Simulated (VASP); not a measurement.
A run of VASP 6.6.1 is set up as follows.

The input INCAR:

```
SYSTEM = BaF2
ALGO = Normal
EDIFF = 1E-8
ENCUT = 520
GGA_COMPAT = .FALSE.
ISIF = 2
ISMEAR = -1
LASPH = .TRUE.
LCHARG = .FALSE.
LEFG = .TRUE.
LREAL = .FALSE.
LWAVE = .FALSE.
NBANDS = 19
NELM = 120
PREC = Accurate
SIGMA = 0.01
```

The input KPOINTS:

```
k-points
0
G
  8 8 8
  0 0 0
```

POSCAR

```
BaF2
1.0
    0.0000000000      3.1000500000      3.1000500000
    3.1000500000      0.0000000000      3.1000500000
    3.1000500000      3.1000500000      0.0000000000
Ba F
1 2
Direct
    0.0000000000      0.0000000000      0.0000000000
    0.2500000000      0.2500000000      0.2500000000
    0.7500000000      0.7500000000      0.7500000000
```

Potentials or basis: VASP PAW LDA potentials, release 64 (Ba_sv, F).

Launch:

```sh
$ cat potpaw_LDA.64/Ba_sv/POTCAR potpaw_LDA.64/F/POTCAR > POTCAR
$ mpirun -np 1 vasp_std > vasp.out
```

(1) Predict the band gap on the k mesh.

(2) Predict the pressure.

## Answers

(1) 6.39 eV (least direct gap 6.47 eV).

(2) -3.4 GPa.

Caveat: the cell stands under tension; spin-orbit coupling is left out, which moves the levels of the heavy elements.
